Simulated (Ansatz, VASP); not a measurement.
# HgH in VASP and in Ansatz

```
Hg H
1.0
     3.54425    0.00000    0.00000
    -1.77213    3.06941    0.00000
     0.00000    0.00000    5.40150
Hg H
2 2
Cartesian
  0.0000 2.0463 4.0511
  1.7721 1.0231 1.3504
  0.0000 0.0000 0.0000
  0.0000 0.0000 2.7008
```

Alike in both runs: functional PBE; k mesh 15 × 15 × 8; occupations gaussian, width 0.1 eV; no spin polarisation.

Ansatz relaxed the structure, and its values are those at the end. VASP's run is a single point on that final structure, the one shown.

|  | VASP | Ansatz |
| --- | --- | --- |
| version | VASP 6.6.1 | Ansatz 0.2.0 |
| potentials or method | VASP PAW PBE potentials, release 64 (Hg, H), cutoff 520 eV | scalar-relativistic, plane waves, PAW |
| valence electrons in the cell | 26 | 42 |

Ansatz gave:

| Item | Value |
| --- | --- |
| gap on the k mesh at the Fermi level (eV) | none |
| pressure (GPa) | 0.0 |

**Question.** Which values does VASP return?

**Answer.** gap on the k mesh at the Fermi level (eV): none; pressure (GPa): 0.1.

A gap of «none» marks a metal or a gap that the smearing closes. VASP's potentials hold 26 valence electrons a cell and Ansatz's 42, so a difference there can come from the potentials and not from the codes.

Spin-orbit coupling is off throughout.
